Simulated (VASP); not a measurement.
A run of VASP 6.6.1:

Contents of POSCAR:

```
Sc
1.0
   -1.9172054859      1.9172054859      1.7176030000
    1.9172054859     -1.9172054859      1.7176030000
    1.9172054859      1.9172054859     -1.7176030000
Sc
1
Direct
    0.0000000000      0.0000000000      0.0000000000
```

INCAR.step1

```
PREC = Accurate
ENCUT = 520
EDIFF = 1E-5
ISMEAR = -1
SIGMA = 0.05
LREAL = False
LASPH = True
NELM = 80
ALGO = Normal
ISIF = 2
LWAVE = True
LCHARG = False
GGA = PE
NBANDS = 12
```

The input INCAR.step2:

```
PREC = Accurate
ENCUT = 520
EDIFF = 1E-6
ISMEAR = -1
SIGMA = 0.05
LREAL = False
LASPH = True
NELM = 80
ALGO = Normal
ISIF = 2
LWAVE = False
LCHARG = False
METAGGA = R2SCAN
LHFCALC = True
AEXX = 0.25
LMIXTAU = True
PRECFOCK = Normal
ISTART = 1
NBANDS = 12
```

Contents of KPOINTS:

```
regular mesh
0
Gamma
  6 6 6
```

Potentials or basis: VASP PAW PBE potentials, release 64 (Sc_sv).

Run with:

```console
$ cat potpaw_PBE.64/Sc_sv/POTCAR > POTCAR
$ cp INCAR.step1 INCAR
$ mpirun -np 1 vasp_std > vasp.out
$ cp INCAR.step2 INCAR
$ mpirun -np 1 vasp_std > vasp.out
```

Hardware: 1 thread of AMD EPYC 7R13, on a shared host.

Question: Estimate the wall time of this run.

Answer: Wall time 48 min on 1 thread of AMD EPYC 7R13, on a shared host, peak memory 0.13 GiB. Counts: k points 30.
